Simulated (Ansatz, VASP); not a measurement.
One calculation of GaN, two programs

```
Ga N
1.0
     0.00000    2.25350    2.25350
     2.25350    0.00000    2.25350
     2.25350    2.25350    0.00000
Ga N
1 1
Direct
  0.00000 0.00000 0.00000
  0.25000 0.25000 0.25000
```

Alike in both runs: task single point; functional PBE; k mesh 18 × 18 × 18; occupations fermi-dirac, width 0.05 eV; no spin polarisation.

|  | VASP | Ansatz |
| --- | --- | --- |
| version | VASP 6.6.1 | Ansatz 0.2.0 |
| potentials or method | VASP PAW PBE potentials, release 64 (Ga_d, N) | Ansatz PAW |
| plane-wave cutoff (eV) | 520 | 420 |
| valence electrons in the cell | 18 | 18 |

Ansatz gave:

```
gap on the k mesh at the Fermi level (eV) : 1.72
least direct gap on the mesh (eV)         : 1.72
pressure (GPa)                            : 5.0
```

Task: Which values does VASP return?

Result: gap on the k mesh at the Fermi level (eV): 1.72; least direct gap on the mesh (eV): 1.72; pressure (GPa): 5.1.

The functional is the same, so the differences come from potentials, cutoffs and numerics.
